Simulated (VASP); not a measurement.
# B31N32 (a cell with a defect) in VASP: single point with PBEsol

Aim: the single point of B31N32 (a cell with a defect) with PBEsol.

All numbers are computed with VASP 6.6.1; they aren't measurements. Logs are shortened: lines on timing, memory, paths and dates and some standing lists are left out, and cuts for length are marked.

### 1 The cell of the first run

The cell holds a defect, 63 atoms: a = 7.212 Å, b = 7.212 Å, c = 7.212 Å, α = 90.00°, β = 90.00°, γ = 90.00°.

### 2 Single point, PBEsol

INCAR

```
SYSTEM = B31N32
PREC     = Accurate       ! precision mode
ENCUT    = 520            ! plane-wave cutoff, eV
EDIFF    = 1E-6           ! SCF threshold, eV
ISMEAR   = -1             ! smearing method
SIGMA    = 0.05           ! smearing width, eV
LREAL    = Auto         
LASPH    = .True.         ! aspherical terms in the spheres
NELM     = 80             ! most SCF steps
ALGO     = Normal         ! electronic algorithm
ISIF     = 2              ! what is computed and relaxed
LWAVE    = .False.        ! write WAVECAR
LCHARG   = .True.         ! write CHGCAR
GGA      = PS             ! functional
LELF     = .True.         ! ELF
LVHAR    = .True.       
NBANDS   = 164            ! bands
NELECT   = 256.0        
ISYM     = 0
```

KPOINTS

```
Automatic mesh
0
Gamma
  1 1 1
  0.25 0.25 0.25
```

POSCAR

```
B31N32
1.0
    7.2115910000      0.0000000000      0.0000000000
    0.0000000000      7.2115910000      0.0000000000
    0.0000000000      0.0000000000      7.2115910000
B N
31 32
Direct
    0.0001410000      0.9997750000      0.9992770000
    0.0000590000      0.9996900000      0.4994960000
    0.0000580000      0.4999940000      0.9991930000
    0.0001320000      0.4997630000      0.4992650000
    0.5003610000      0.9996900000      0.9991930000
    0.5001280000      0.9997680000      0.4992650000
    0.5001290000      0.4997630000      0.9992700000
    0.2510360000      0.2506690000      0.9997120000
    0.2547650000      0.2543990000      0.5041830000
    0.2508860000      0.7490200000      0.9989670000
    0.2543060000      0.7455620000      0.4946230000
    0.7493870000      0.2505200000      0.9989660000
    0.7459280000      0.2539410000      0.4946230000
    0.7492770000      0.7489100000      0.9993330000
    0.7453710000      0.7450050000      0.5035950000
    0.2510360000      0.0002090000      0.2501720000
    0.2508860000      0.9994640000      0.7485230000
    0.2547650000      0.5046810000      0.2539020000
    0.2543070000      0.4951200000      0.7450640000
    0.7493860000      0.9994650000      0.2500220000
    0.7492770000      0.9998310000      0.7484130000
    0.7459280000      0.4951210000      0.2534440000
    0.7453710000      0.5040920000      0.7445080000
    0.0005760000      0.2506700000      0.2501720000
    0.9998310000      0.2505190000      0.7485230000
    0.9998300000      0.7490210000      0.2500220000
    0.0001970000      0.7489100000      0.7484120000
    0.5050470000      0.2544000000      0.2539020000
    0.4954870000      0.2539410000      0.7450650000
    0.4954870000      0.7455620000      0.2534430000
    0.5044580000      0.7450050000      0.7445070000
    0.1256970000      0.1253310000      0.1248330000
    0.1232670000      0.1228990000      0.6246340000
    0.1232670000      0.6251320000      0.1224030000
    0.1255460000      0.6245990000      0.6241030000
    0.6254990000      0.1229000000      0.1224020000
    0.6249670000      0.1251810000      0.6241020000
    0.6249670000      0.6246000000      0.1246820000
    0.6352270000      0.6348600000      0.6343620000
    0.3761110000      0.3757430000      0.1248900000
    0.3653570000      0.3649880000      0.6348980000
    0.3753450000      0.8771840000      0.1224270000
    0.3757890000      0.8749260000      0.6240360000
    0.8775510000      0.3749790000      0.1224280000
    0.8752910000      0.3754220000      0.6240360000
    0.8752280000      0.8748630000      0.1246330000
    0.8772720000      0.8769040000      0.6245510000
    0.3761100000      0.1253870000      0.3752460000
    0.3753450000      0.1229250000      0.8766860000
    0.3653560000      0.6353950000      0.3644910000
    0.3757890000      0.6245340000      0.8744280000
    0.8775510000      0.1229250000      0.3744800000
    0.8752290000      0.1251300000      0.8743650000
    0.8752910000      0.6245340000      0.3749250000
    0.8772720000      0.6250490000      0.8764080000
    0.1257530000      0.3757440000      0.3752460000
    0.1232920000      0.3749780000      0.8766870000
    0.1232920000      0.8771840000      0.3744800000
    0.1254980000      0.8748610000      0.8743640000
    0.6357610000      0.3649900000      0.3644930000
    0.6249010000      0.3754220000      0.8744280000
    0.6249010000      0.8749250000      0.3749240000
    0.6254170000      0.8769050000      0.8764070000
```

Potentials or basis: VASP PAW PBE potentials, release 64 (B, N).

Run with:

```bash
$ cat potpaw_PBE.64/B/POTCAR potpaw_PBE.64/N/POTCAR > POTCAR
$ mpirun -np 1 vasp_std > vasp.out
```

OUTCAR:

```text
SYSTEM = B31N32
   PREC = Accurate
   ENCUT = 520
   EDIFF = 1E-6
   ISMEAR = -1
   LREAL = Auto
   LASPH = .True.
   NELM = 80
   ISIF = 2
   GGA = PS
   NELECT = 256.0
   ISYM = 0

 ion  position               nearest neighbor table
   1  0.000  1.000  0.999-  53 1.56  46 1.56  59 1.56  32 1.57
   2  0.000  1.000  0.499-  47 1.54  58 1.54  52 1.54  33 1.55
   3  0.000  0.500  0.999-  55 1.54  57 1.54  44 1.54  34 1.55
   4  0.000  0.500  0.499-  56 1.56  54 1.56  45 1.56  35 1.56
   5  0.500  1.000  0.999-  63 1.54  42 1.54  49 1.54  36 1.55
   6  0.500  1.000  0.499-  48 1.56  43 1.56  62 1.56  37 1.56
[... 30 lines left out ...]
  37  0.625  0.125  0.624-  21 1.56   6 1.56  13 1.58  29 1.58
  38  0.625  0.625  0.125-  14 1.56   7 1.56  22 1.58  30 1.58
  39  0.635  0.635  0.634-  15 1.47  23 1.47  31 1.47
  40  0.376  0.376  0.125-   7 1.56   8 1.56  28 1.58  18 1.58
  41  0.365  0.365  0.635-  29 1.47  19 1.47   9 1.47
  42  0.375  0.877  0.122-   5 1.54  16 1.56  10 1.57  30 1.60
  43  0.376  0.875  0.624-  17 1.56   6 1.56  31 1.58  11 1.58
  44  0.878  0.375  0.122-   3 1.54  24 1.56  12 1.57  22 1.60
  45  0.875  0.375  0.624-  25 1.56   4 1.56  23 1.58  13 1.58
  46  0.875  0.875  0.125-   1 1.56  20 1.56  26 1.56  14 1.57
  47  0.877  0.877  0.625-   2 1.54  27 1.56  21 1.56  15 1.60
  48  0.376  0.125  0.375-   6 1.56  16 1.56   9 1.58  28 1.58
  49  0.375  0.123  0.877-   5 1.54   8 1.56  17 1.57  29 1.60
  50  0.365  0.635  0.364-  30 1.47  11 1.47  18 1.47
  51  0.376  0.625  0.874-  10 1.56   7 1.56  31 1.58  19 1.58
  52  0.878  0.123  0.374-   2 1.54  24 1.56  20 1.57  13 1.60
  53  0.875  0.125  0.874-   1 1.56  25 1.56  12 1.56  21 1.57
  54  0.875  0.625  0.375-  26 1.56   4 1.56  15 1.58  22 1.58
  55  0.877  0.625  0.876-   3 1.54  14 1.56  27 1.56  23 1.60
  56  0.126  0.376  0.375-   4 1.56  24 1.56  18 1.58   9 1.58
  57  0.123  0.375  0.877-   3 1.54   8 1.56  25 1.57  19 1.60
  58  0.123  0.877  0.374-   2 1.54  16 1.56  26 1.57  11 1.60
  59  0.125  0.875  0.874-   1 1.56  10 1.56  17 1.56  27 1.57
  60  0.636  0.365  0.364-  13 1.47  22 1.47  28 1.47
  61  0.625  0.375  0.874-  12 1.56   7 1.56  23 1.58  29 1.58
  62  0.625  0.875  0.375-  20 1.56   6 1.56  15 1.58  30 1.58
  63  0.625  0.877  0.876-   5 1.54  21 1.56  14 1.56  31 1.60

IMPORTANT INFORMATION: All symmetrisations will be switched off!
NOSYMM: (Re-)initialisation of all symmetry stuff for point group C_1.

----------------------------------------------------------------------------------------

                                     Primitive cell

  volume of cell :     375.0535

  direct lattice vectors                    reciprocal lattice vectors
     7.211591000  0.000000000  0.000000000     0.138665656  0.000000000  0.000000000
     0.000000000  7.211591000  0.000000000     0.000000000  0.138665656  0.000000000
     0.000000000  0.000000000  7.211591000     0.000000000  0.000000000  0.138665656

  length of vectors
     7.211591000  7.211591000  7.211591000     0.138665656  0.138665656  0.138665656

  position of ions in fractional coordinates (direct lattice)
     0.000141000  0.999775000  0.999277000
     0.000059000  0.999690000  0.499496000
     0.000058000  0.499994000  0.999193000
     0.000132000  0.499763000  0.499265000
     0.500361000  0.999690000  0.999193000
     0.500128000  0.999768000  0.499265000
[... 55 lines left out ...]
     0.624901000  0.874925000  0.374924000
     0.625417000  0.876905000  0.876407000

  ion indices of the primitive-cell ions
   primitive index   ion index
                 1           1
                 2           2
                 3           3
                 4           4
                 5           5
                 6           6
[... 55 lines left out ...]
                62          62
                63          63

----------------------------------------------------------------------------------------

 KPOINTS: Automatic mesh

Automatic generation of k-mesh.
 Grid dimensions read from file:
 generate k-points for:    1    1    1

 Generating k-lattice:

  Cartesian coordinates                     Fractional coordinates (reciprocal lattice)
     0.138665656  0.000000000  0.000000000     1.000000000  0.000000000  0.000000000
     0.000000000  0.138665656  0.000000000     0.000000000  1.000000000  0.000000000
     0.000000000  0.000000000  0.138665656     0.000000000  0.000000000  1.000000000

  Length of vectors
     0.138665656  0.138665656  0.138665656

  Shift w.r.t. Gamma in fractional coordinates (k-lattice)
     0.250000000  0.250000000  0.250000000

 Subroutine IBZKPT returns following result:
 ===========================================

 Found      4 irreducible k-points:

 Following reciprocal coordinates:
            Coordinates               Weight
  0.250000  0.250000  0.250000      2.000000
 -0.250000  0.250000  0.250000      2.000000
 -0.250000 -0.250000  0.250000      2.000000
  0.250000 -0.250000  0.250000      2.000000
   k-points           NKPTS =      4   k-points in BZ     NKDIM =      4   number of bands    NBANDS=    164
   number of dos      NEDOS =    301   number of ions     NIONS =     63
   total plane-waves  NPLWV = 157464
   dimension x,y,z NGX =    54 NGY =   54 NGZ =   54
   dimension x,y,z NGXF=   108 NGYF=  108 NGZF=  108
   ions per type =              31  32
   NGX,Y,Z   is equivalent  to a cutoff of  12.45, 12.45, 12.45 a.u.
   NGXF,Y,Z  is equivalent  to a cutoff of  24.90, 24.90, 24.90 a.u.
 SYSTEM =  B31N32
   PREC   = accura    normal or accurate (medium, high low for compatibility)
   ISTART =      0    job   : 0-new  1-cont  2-samecut
   ICHARG =      2    charge: 1-file 2-atom 10-const
   ISPIN  =      1    spin polarized calculation?
   LNONCOLLINEAR =      F non collinear calculations
   LSORBIT =      F    spin-orbit coupling
   LASPH  =      T    aspherical Exc in radial PAW
   ENCUT  =  520.0 eV  38.22 Ry    6.18 a.u.  13.41 13.41 13.41*2*pi/ulx,y,z
   NELM   =     80;   NELMIN=  2; NELMDL= -5     # of ELM steps
   EDIFF  = 0.1E-05   stopping-criterion for ELM
   LREAL  =      T    real-space projection
   EDIFFG = 0.1E-04   stopping-criterion for IOM
   NSW    =      0    number of steps for IOM
   IBRION =     -1    ionic relax: 0-MD 1-quasi-New 2-CG
   NFREE  =      0    steps in history (QN), initial steepest desc. (CG)
   ISIF   =      2    stress and relaxation
   ISYM   =      0    0-nonsym 1-usesym 2-fastsym
   POTIM  = 0.5000    time-step for ionic-motion
   TEBEG  =    0.0;   TEEND  =   0.0 temperature during run
   PSTRESS=    0.0 pullay stress
   NELECT =     256.0000    total number of electrons
   NUPDOWN=      -1.0000    fix difference up-down
   EMIN   =  10.00;   EMAX   =-10.00  energy-range for DOS
   EFERMI =   0.00;   METHOD = LEGACY
   ISMEAR =    -1;   SIGMA  =   0.05  broadening in eV -4-tet -1-fermi 0-gaus
   EFERMI_NEDOS =   21; number of points for ismear=-14 and -15
   IALGO  =     38    algorithm
   IMIX   =      4    mixing-type and parameters
     AMIX     =   0.40;   BMIX     =  1.00
     AMIX_MAG =   1.60;   BMIX_MAG =  1.00
  volume/ion in A,a.u.               =       5.95        40.17
  Fermi-wavevector in a.u.,A,eV,Ry     =   1.441420  2.723888 28.268692  2.077690
  Thomas-Fermi vector in A             =   2.560054
   LORBIT       =      0    0 simple, 1 ext, 2 COOP (PROOUT), +10 PAW based schemes
   GGA     = PS    functional components
   LHFCALC =     F    Hartree Fock is set to
   AEXX    =    0.0000 exact exchange contribution
   IVDW    =     0    specifies the selected vdW correction
   LEPSILON=     F    determine dielectric tensor
   LRPA    =     F    only Hartree local field effects (RPA)
 non-spin polarized calculation
  energy-cutoff  :      520.00
  volume of cell :      375.05
 maximum number of plane-waves:     10107
 NGX is ok and might be reduce to    54
   NGX = 27   NGY = 27   NGZ = 27

 number of electron     256.0000072 magnetization

 Free energy of the ion-electron system (eV)
  ---------------------------------------------------
  ext. energy  EPLUGINS =         0.00000000
  ---------------------------------------------------
  free energy    TOTEN  =      -546.91467754 eV

  energy without entropy =     -546.91467754  energy(sigma->0) =     -546.91467754

 E-fermi :   9.9581     XC(G=0): -13.0267

 val. band max:        8.6999538239   @ k =  -0.2500  -0.2500   0.2500
 cond. band min:      12.6424627156   @ k =   0.2500   0.2500   0.2500
 fundamental gap:      3.9425088917
 Fermi energy:         9.9581151021

 k-point     1 :       0.2500    0.2500    0.2500
  band No.  band energies     occupation
      1     -12.8468      2.00000
      2     -11.8619      2.00000
      3     -11.8619      2.00000
      4     -11.7148      2.00000
      5     -10.8938      2.00000
      6     -10.8937      2.00000
[... 132 lines left out ...]
    139      15.3702      0.00000
    140      15.4406      0.00000

 k-point     2 :      -0.2500    0.2500    0.2500
  band No.  band energies     occupation
      1     -12.8470      2.00000
      2     -11.8618      2.00000
      3     -11.8604      2.00000
      4     -11.7160      2.00000
      5     -10.8942      2.00000
      6     -10.8927      2.00000
[... 418 lines left out ...]
    139      15.3675      0.00000
    140      15.4379      0.00000
 [bands above 140 left out]

------------------------ aborting loop because EDIFF is reached ----------------------------------------

  FORCE on cell =-STRESS in cart. coord.  units (eV):
  Direction    XX          YY          ZZ          XY          YZ          ZX
  --------------------------------------------------------------------------------------
  -------------------------------------------------------------------------------------
  Total       41.9197809     41.9190116     41.9304438     -0.1974893     -0.1941326     -0.2034321
  in kB      179.0755619    179.0722753    179.1211124     -0.8436472     -0.8293081     -0.8690340
  external PRESSURE =     179.0896498 kB  Pullay stress =       0.0000000 kB

 VOLUME and BASIS-vectors are now :
 -----------------------------------------------------------------------------
  energy-cutoff  :      520.00
  volume of cell :      375.05
      direct lattice vectors                 reciprocal lattice vectors
     7.211591000  0.000000000  0.000000000     0.138665656  0.000000000  0.000000000
     0.000000000  7.211591000  0.000000000     0.000000000  0.138665656  0.000000000
     0.000000000  0.000000000  7.211591000     0.000000000  0.000000000  0.138665656

 POSITION                                       TOTAL-FORCE (eV/Angst)
 -----------------------------------------------------------------------------------
      0.00102      7.20997      7.20638         0.051684      0.052974      0.053212
      0.00043      7.20936      3.60216         0.051652      0.052848      0.003139
      0.00042      3.60575      7.20577         0.052566      0.003088      0.053436
      0.00095      3.60409      3.60049         0.054819      0.058931      0.059101
      3.60840      7.20936      7.20577         0.002269      0.053244      0.053311
      3.60672      7.20992      3.60049         0.057832      0.056102      0.059021
[... 55 lines left out ...]
      4.50653      6.30960      2.70380        -0.049171     -0.062115     -0.036970
      4.51025      6.32388      6.32029        -0.042119     -0.032787     -0.032248
 -----------------------------------------------------------------------------------
    total drift:                               -0.000157      0.002639      0.011084

  FREE ENERGIE OF THE ION-ELECTRON SYSTEM (eV)
  ---------------------------------------------------
  free  energy   TOTEN  =      -546.9146775351 eV

  energy  without entropy=     -546.9146775350  energy(sigma->0) =     -546.91467754
```

Run time: 11 min. Hardware: 1 thread of Intel Xeon Platinum 8375C at 2.90GHz (Ice Lake), shared host; peak memory 0.49 GiB.

What came out:

| Quantity | Value |
| --- | --- |
| Free energy | -546.9147 eV |
| Largest force | 0.117 eV/Å |

Forces on the atoms (eV/Å):
```
B    0.052  0.053  0.053
B    0.052  0.053  0.003
B    0.053  0.003  0.053
B    0.055  0.059  0.059
B    0.002  0.053  0.053
B    0.058  0.056  0.059
B    0.058  0.059  0.056
B    0.050  0.050  0.047
B    0.034  0.034  0.016
B    0.047  0.048  0.051
B    0.067  0.036  0.058
B    0.049  0.047  0.052
B    0.037  0.066  0.058
B    0.044  0.044  0.058
B    0.077  0.076  0.025
B    0.051  0.048  0.049
B    0.047  0.051  0.048
B    0.033  0.016  0.033
B    0.067  0.058  0.037
B    0.048  0.050  0.047
B    0.044  0.059  0.043
B    0.036  0.059  0.067
B    0.077  0.025  0.076
B    0.049  0.050  0.050
B    0.051  0.047  0.048
B    0.051  0.047  0.046
B    0.059  0.044  0.044
B    0.016  0.033  0.033
B    0.059  0.067  0.036
B    0.059  0.037  0.066
B    0.025  0.076  0.076
N   -0.053 -0.053 -0.052
N   -0.026 -0.025 -0.037
N   -0.026 -0.037 -0.026
N   -0.059 -0.054 -0.054
N   -0.037 -0.026 -0.026
N   -0.054 -0.059 -0.053
N   -0.054 -0.053 -0.059
N   -0.030 -0.030 -0.031
N   -0.075 -0.074 -0.050
N   -0.045 -0.045 -0.077
N   -0.037 -0.049 -0.042
N   -0.037 -0.063 -0.049
N   -0.049 -0.038 -0.042
N   -0.062 -0.037 -0.049
N   -0.047 -0.047 -0.044
N   -0.032 -0.032 -0.042
N   -0.075 -0.051 -0.075
N   -0.037 -0.041 -0.049
N   -0.045 -0.076 -0.046
N   -0.037 -0.050 -0.062
N   -0.049 -0.042 -0.037
N   -0.048 -0.044 -0.047
N   -0.062 -0.049 -0.037
N   -0.033 -0.042 -0.032
N   -0.051 -0.075 -0.074
N   -0.041 -0.037 -0.050
N   -0.041 -0.050 -0.037
N   -0.044 -0.047 -0.047
N   -0.076 -0.045 -0.046
N   -0.049 -0.037 -0.062
N   -0.049 -0.062 -0.037
N   -0.042 -0.033 -0.032
```

Levels at points of the mesh, in eV from the Fermi level:
```tsv
k point	band 126	band 127	band 128	band 129	band 130	band 131
(0.25, 0.25, 0.25)	-1.70	-1.26	-1.26	2.68	2.68	2.73
```

Caveat: the cell carries a net charge on a neutralising background, which shifts energy and pressure; the cell is charged against a uniform background, so pressure and absolute levels hang on convention; the PAW data sets were made with another functional, which shifts forces and pressure a little.
